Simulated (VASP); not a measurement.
# BeTe (F-43m) in VASP: single point with PBE

Aim: the single point of BeTe with PBE.

Everything below comes from runs of VASP 6.6.1. Logs are shortened: lines on timing, memory, paths and dates and some standing lists are left out, and cuts for length are marked.

## 1. The cell of the first run

Symmetry: F-43m, No. 216, cubic system. Conventional cell: a = 5.664 Å, b = 5.664 Å, c = 5.664 Å, α = 90.00°, β = 90.00°, γ = 90.00°. Within 3.2 Å of Be (site symmetry -43m) lie 4 Te at 2.45 Å. Within 3.2 Å of Te (site symmetry -43m) lie 4 Be at 2.45 Å.

## 2. Single point, PBE

Input file POSCAR:

```
BeTe
1.0
    0.0000000000      2.8317972517      2.8317972517
    2.8317972517      0.0000000000      2.8317972517
    2.8317972517      2.8317972517      0.0000000000
Be Te
1 1
Direct
    0.0000000000      0.0000000000      0.0000000000
    0.2500000000      0.2500000000      0.2500000000
```

Input file INCAR.step1:

```
SYSTEM = BeTe
  ALGO = Normal
  EDIFF = 1E-6
  ENCUT = 520
  GGA = PE
  ISIF = 2
  ISMEAR = -1
  LASPH = .True.
  LCHARG = .True.
  LREAL = .False.
  LWAVE = .False.
  NBANDS = 11
  NELM = 100
  PREC = Accurate
  SIGMA = 0.05
```

Input file KPOINTS.step1:

```
k-points
0
Gamma
  13 13 13
  0 0 0
```

Input file INCAR.step2:

```
SYSTEM = BeTe
  ALGO = Normal
  EDIFF = 1E-6
  ENCUT = 520
  GGA = PE
  ICHARG = 11
  ISIF = 2
  ISMEAR = -5
  LASPH = .True.
  LCHARG = .False.
  LORBIT = 11
  LREAL = .False.
  LWAVE = .False.
  NEDOS = 2001
  NELM = 100
  PREC = Accurate
  SIGMA = 0.05
```

Input file KPOINTS.step2:

```
k-points
0
Gamma
  20 20 20
  0 0 0
```

Potentials or basis: VASP PAW PBE potentials, release 64 (Be, Te).

Command:

```sh
$ cat potpaw_PBE.64/Be/POTCAR potpaw_PBE.64/Te/POTCAR > POTCAR
$ cp INCAR.step1 INCAR
$ cp KPOINTS.step1 KPOINTS
$ mpirun -np 1 vasp_std > vasp.out
$ cp INCAR.step2 INCAR
$ cp KPOINTS.step2 KPOINTS
$ mpirun -np 1 vasp_std > vasp.out
```

OUTCAR:

```text
SYSTEM = BeTe
   EDIFF = 1E-6
   ENCUT = 520
   GGA = PE
   ICHARG = 11
   ISIF = 2
   ISMEAR = -5
   LASPH = .True.
   LORBIT = 11
   LREAL = .False.
   NELM = 100
   PREC = Accurate

 ion  position               nearest neighbor table
   1  0.000  0.000  0.000-   2 2.45   2 2.45   2 2.45   2 2.45
   2  0.250  0.250  0.250-   1 2.45   1 2.45   1 2.45   1 2.45

  LATTYP: Found a face centered cubic cell.
 ALAT       =     5.6635945034

  Lattice vectors:

 A1 = (   0.0000000000,   2.8317972517,   2.8317972517)
 A2 = (   2.8317972517,   0.0000000000,   2.8317972517)
 A3 = (   2.8317972517,   2.8317972517,   0.0000000000)

Analysis of symmetry for initial positions (statically):
=====================================================================
 Subroutine PRICEL returns:
 Original cell was already a primitive cell.

 Routine SETGRP: Setting up the symmetry group for a
 face centered cubic supercell.

 Subroutine GETGRP returns: Found 24 space group operations
 (whereof 24 operations were pure point group operations)
 out of a pool of 48 trial point group operations.

The static configuration has the point symmetry T_d .

Analysis of symmetry for dynamics (positions and initial velocities):
=====================================================================
 Subroutine PRICEL returns:
 Original cell was already a primitive cell.

 Routine SETGRP: Setting up the symmetry group for a
 face centered cubic supercell.

 Subroutine GETGRP returns: Found 24 space group operations
 (whereof 24 operations were pure point group operations)
 out of a pool of 48 trial point group operations.

The dynamic configuration has the point symmetry T_d .

 Subroutine INISYM returns: Found 24 space group operations
 (whereof 24 operations are pure point group operations),
 and found     1 'primitive' translations

----------------------------------------------------------------------------------------

                                     Primitive cell

  volume of cell :      45.4168

  direct lattice vectors                    reciprocal lattice vectors
     0.000000000  2.831797252  2.831797252    -0.176566313  0.176566313  0.176566313
     2.831797252  0.000000000  2.831797252     0.176566313 -0.176566313  0.176566313
     2.831797252  2.831797252  0.000000000     0.176566313  0.176566313 -0.176566313

  length of vectors
     4.004766079  4.004766079  4.004766079     0.305821825  0.305821825  0.305821825

  position of ions in fractional coordinates (direct lattice)
     0.000000000  0.000000000  0.000000000
     0.250000000  0.250000000  0.250000000

  ion indices of the primitive-cell ions
   primitive index   ion index
                 1           1
                 2           2

----------------------------------------------------------------------------------------

 KPOINTS: k-points

Automatic generation of k-mesh.
 Grid dimensions read from file:
 generate k-points for:   20   20   20

 Generating k-lattice:

  Cartesian coordinates                     Fractional coordinates (reciprocal lattice)
    -0.008828316  0.008828316  0.008828316     0.050000000  0.000000000  0.000000000
     0.008828316 -0.008828316  0.008828316     0.000000000  0.050000000  0.000000000
     0.008828316  0.008828316 -0.008828316     0.000000000  0.000000000  0.050000000

  Length of vectors
     0.015291091  0.015291091  0.015291091

  Shift w.r.t. Gamma in fractional coordinates (k-lattice)
     0.000000000  0.000000000  0.000000000

 TETIRR: Found   1093 inequivalent tetrahedra from    48000

 Subroutine IBZKPT returns following result:
 ===========================================

 Found    256 irreducible k-points:

 Following reciprocal coordinates:
            Coordinates               Weight
  0.000000  0.000000  0.000000      1.000000
  0.050000  0.000000  0.000000      8.000000
  0.100000  0.000000  0.000000      8.000000
  0.150000  0.000000  0.000000      8.000000
  0.200000  0.000000  0.000000      8.000000
  0.250000  0.000000  0.000000      8.000000
[... 16 lines left out ...]
 -0.400000  0.050000  0.000000     24.000000
 -0.350000  0.050000  0.000000     24.000000
 [... further k-points ...]
   k-points           NKPTS =    256   k-points in BZ     NKDIM =    256   number of bands    NBANDS=      8
   number of dos      NEDOS =   2001   number of ions     NIONS =      2
   total plane-waves  NPLWV =  27000
   dimension x,y,z NGX =    30 NGY =   30 NGZ =   30
   dimension x,y,z NGXF=    60 NGYF=   60 NGZF=   60
   ions per type =               1   1
   NGX,Y,Z   is equivalent  to a cutoff of  12.45, 12.45, 12.45 a.u.
   NGXF,Y,Z  is equivalent  to a cutoff of  24.91, 24.91, 24.91 a.u.
 SYSTEM =  BeTe
   PREC   = accura    normal or accurate (medium, high low for compatibility)
   ISTART =      0    job   : 0-new  1-cont  2-samecut
   ICHARG =     11    charge: 1-file 2-atom 10-const
   ISPIN  =      1    spin polarized calculation?
   LNONCOLLINEAR =      F non collinear calculations
   LSORBIT =      F    spin-orbit coupling
   LASPH  =      T    aspherical Exc in radial PAW
   ENCUT  =  520.0 eV  38.22 Ry    6.18 a.u.   7.45  7.45  7.45*2*pi/ulx,y,z
   NELM   =    100;   NELMIN=  2; NELMDL=  0     # of ELM steps
   EDIFF  = 0.1E-05   stopping-criterion for ELM
   LREAL  =      F    real-space projection
   EDIFFG = 0.1E-04   stopping-criterion for IOM
   NSW    =      0    number of steps for IOM
   IBRION =     -1    ionic relax: 0-MD 1-quasi-New 2-CG
   NFREE  =      0    steps in history (QN), initial steepest desc. (CG)
   ISIF   =      2    stress and relaxation
   ISYM   =      2    0-nonsym 1-usesym 2-fastsym
   POTIM  = 0.5000    time-step for ionic-motion
   TEBEG  =    0.0;   TEEND  =   0.0 temperature during run
   PSTRESS=    0.0 pullay stress
   NELECT =       8.0000    total number of electrons
   NUPDOWN=      -1.0000    fix difference up-down
   EMIN   =  10.00;   EMAX   =-10.00  energy-range for DOS
   EFERMI =   0.00;   METHOD = LEGACY
   ISMEAR =    -5;   SIGMA  =   0.05  broadening in eV -4-tet -1-fermi 0-gaus
   EFERMI_NEDOS =   21; number of points for ismear=-14 and -15
   IALGO  =     38    algorithm
   IMIX   =      4    mixing-type and parameters
     AMIX     =   0.40;   BMIX     =  1.00
     AMIX_MAG =   1.60;   BMIX_MAG =  1.00
  volume/ion in A,a.u.               =      22.71       153.24
  Fermi-wavevector in a.u.,A,eV,Ry     =   0.917697  1.734196 11.458390  0.842168
  Thomas-Fermi vector in A             =   2.042695
   LORBIT       =     11    0 simple, 1 ext, 2 COOP (PROOUT), +10 PAW based schemes
   GGA     = PE    functional components
   LHFCALC =     F    Hartree Fock is set to
   AEXX    =    0.0000 exact exchange contribution
   IVDW    =     0    specifies the selected vdW correction
   LEPSILON=     F    determine dielectric tensor
   LRPA    =     F    only Hartree local field effects (RPA)
 non-spin polarized calculation
 Fermi weights with tetrahedron method with Bloechl corrections
  energy-cutoff  :      520.00
  volume of cell :       45.42
 maximum number of plane-waves:      1243
 NGX is ok and might be reduce to    30

 number of electron       8.0000000 magnetization

 Free energy of the ion-electron system (eV)
  ---------------------------------------------------
  ext. energy  EPLUGINS =         0.00000000
  ---------------------------------------------------
  free energy    TOTEN  =        -7.62465525 eV

  energy without entropy =       -7.62465525  energy(sigma->0) =       -7.62465525

 E-fermi :   4.9208     XC(G=0):  -8.9897

 val. band max:        4.9098492287   @ k =   0.0000   0.0000   0.0000
 cond. band min:       6.9240085131   @ k =   0.5000   0.5000   0.0000
 fundamental gap:      2.0141592843
 Fermi energy:         4.9207579378

 k-point     1 :       0.0000    0.0000    0.0000
  band No.  band energies     occupation
      1      -7.2780      2.00000
      2       4.9098      2.00000
      3       4.9098      2.00000
      4       4.9098      2.00000
      5       8.5327      0.00000
      6       8.5327      0.00000
      7       8.5327      0.00000
      8       8.6089      0.00000

 k-point     2 :       0.0500    0.0000    0.0000
  band No.  band energies     occupation
      1      -7.2547      2.00000
      2       4.6390      2.00000
      3       4.8686      2.00000
      4       4.8686      2.00000
      5       8.5157      0.00000
      6       8.5938      0.00000
      7       8.5938      0.00000
      8       8.8811      0.00000

 k-point     3 :       0.1000    0.0000    0.0000
  band No.  band energies     occupation
      1      -7.1853      2.00000
      2       3.9987      2.00000
      3       4.7565      2.00000
      4       4.7565      2.00000
      5       8.4576      0.00000
      6       8.7594      0.00000
      7       8.7594      0.00000
      8       9.5337      0.00000
[... 210 lines left out ...]
 k-point    23 :      -0.4000    0.0500    0.0000
  band No.  band energies     occupation
      1      -6.0845      2.00000
      2      -0.2180      2.00000
      3       3.6363      2.00000
      4       3.8816      2.00000
      5       8.1157      0.00000
      6       9.5379      0.00000
      7       9.5553      0.00000
      8      12.7997      0.00000

 k-point    24 :      -0.3500    0.0500    0.0000
  band No.  band energies     occupation
      1      -6.2504      2.00000
      2       0.1945      2.00000
      3       3.6850      2.00000
      4       3.9992      2.00000
      5       8.1600      0.00000
      6       9.5004      0.00000
      7       9.6138      0.00000
      8      12.6865      0.00000

 [... further k-points ...]

------------------------ aborting loop because EDIFF is reached ----------------------------------------

  FORCE on cell =-STRESS in cart. coord.  units (eV):
  Direction    XX          YY          ZZ          XY          YZ          ZX
  --------------------------------------------------------------------------------------
  -------------------------------------------------------------------------------------
  Total        0.0391557      0.0391557      0.0391557     -0.0000000      0.0000000      0.0000000
  in kB        1.3813021      1.3813021      1.3813021     -0.0000000      0.0000000      0.0000000
  external PRESSURE =       1.3813021 kB  Pullay stress =       0.0000000 kB

 VOLUME and BASIS-vectors are now :
 -----------------------------------------------------------------------------
  energy-cutoff  :      520.00
  volume of cell :       45.42
      direct lattice vectors                 reciprocal lattice vectors
     0.000000000  2.831797252  2.831797252    -0.176566313  0.176566313  0.176566313
     2.831797252  0.000000000  2.831797252     0.176566313 -0.176566313  0.176566313
     2.831797252  2.831797252  0.000000000     0.176566313  0.176566313 -0.176566313

 POSITION                                       TOTAL-FORCE (eV/Angst)
 -----------------------------------------------------------------------------------
      0.00000      0.00000      0.00000        -0.000000     -0.000000     -0.000000
      1.41590      1.41590      1.41590         0.000000      0.000000      0.000000
 -----------------------------------------------------------------------------------
    total drift:                                0.000000      0.000000      0.000000

  FREE ENERGIE OF THE ION-ELECTRON SYSTEM (eV)
  ---------------------------------------------------
  free  energy   TOTEN  =        -7.6246552479 eV

  energy  without entropy=       -7.6246552479  energy(sigma->0) =       -7.62465525

 total charge

# of ion       s       p       d       tot
------------------------------------------
    1        0.371   0.557   0.000   0.928
    2        1.332   2.131   0.032   3.495
--------------------------------------------------
tot          1.703   2.688   0.032   4.423
```

Wall time 2 min (1 thread of Intel Xeon 8259CL, shared host); peak memory 0.25 GiB.

What came out:

| Quantity | Value |
| --- | --- |
| Valence electrons inside the program's atomic spheres | Be 0.93; Te 3.50 |

Caveat: spin-orbit coupling is left out, which moves the levels of the heavy elements.
